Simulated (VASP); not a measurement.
Crystal: TaC2.

```
Ta C
1.0
     2.98051    0.00000    0.00000
    -1.49025    2.58120    0.00000
     0.00000    0.00000    5.06079
Ta C
1 2
Direct
  0.00000 0.00000 0.00000
  0.33333 0.66667 0.25520
  0.66667 0.33333 0.74480
```

| Quantity | Value |
| --- | --- |
| Program | VASP 6.6.1 |
| Task | relaxation of cell and atoms |
| Functional | PBE |
| Potentials or basis | VASP PAW PBE potentials, release 64 (Ta_sv_GW, C) |
| Cutoff | 600 eV |
| k mesh | 6 × 6 × 4 |
| Occupations | gaussian, width 0.1 eV |
| Spin | no spin polarisation |

At the start: pressure 10.2 GPa; volume 12.98 Å³/atom.

**Question.** How do energy, volume and symmetry change on relaxing?

**Answer.** Over 33 steps the energy falls by 208.3 meV/atom and the volume is 16.20 Å³/atom (+24.8 %); space group P-3m1 (No. 164, to 0.05 Å).

Step by step:
```tsv
step	energy change (eV)	largest force (eV/Å)	pressure (GPa)	volume (Å³)
1	0.0000	1.0567	10.23	38.93
2	-0.4380	1.4211	-10.15	43.57
3	-0.4428	1.3968	-8.12	42.99
4	-0.5416	0.5868	6.77	40.64
5	-0.5775	0.1170	0.91	41.48
6	-0.5775	0.0903	1.12	41.45
7	-0.5803	0.1136	0.01	41.86
8	-0.5806	0.1247	-0.40	42.03
9	-0.5831	0.0548	0.19	42.16
10	-0.5859	0.0807	1.36	42.42
11	-0.5862	0.1487	1.93	42.54
12	-0.5870	0.1514	1.89	42.63
13	-0.5893	0.1611	1.81	42.91
14	-0.5933	0.1911	1.64	43.46
15	-0.5974	0.2787	1.39	44.56
16	-0.6023	0.1824	0.47	44.88
17	-0.6069	0.1060	-2.14	45.83
18	-0.6099	0.1289	-2.06	45.93
19	-0.6158	0.2038	-1.80	46.22
20	-0.6120	0.3708	-1.22	46.76
21	-0.6169	0.2505	-1.64	46.39
22	-0.6199	0.1194	-0.31	46.10
23	-0.6201	0.0657	0.25	45.98
24	-0.6203	0.0594	0.21	46.01
25	-0.6207	0.0407	0.16	46.11
26	-0.6211	0.0038	0.05	46.30
27	-0.6214	0.0011	0.09	46.37
28	-0.6222	0.0082	0.18	46.59
29	-0.6234	0.0275	0.40	47.03
30	-0.6241	0.0730	0.88	47.90
31	-0.6242	0.0642	0.78	47.97
32	-0.6246	0.0384	0.49	48.18
33	-0.6248	0.0129	-0.01	48.60
```

Final structure:
```
Ta C
1.0
     3.21951    0.00000    0.00000
    -1.60976    2.78818    0.00000
     0.00000    0.00000    5.41458
Ta C
1 2
Direct
  0.00000 0.00000 0.00000
  0.33333 0.66667 0.19919
  0.66667 0.33333 0.80081
```

Caveat: the k points lie up to 0.38 Å⁻¹ apart in the final cell; the volume moved by over 15 % at a fixed basis, so the end points are rough.
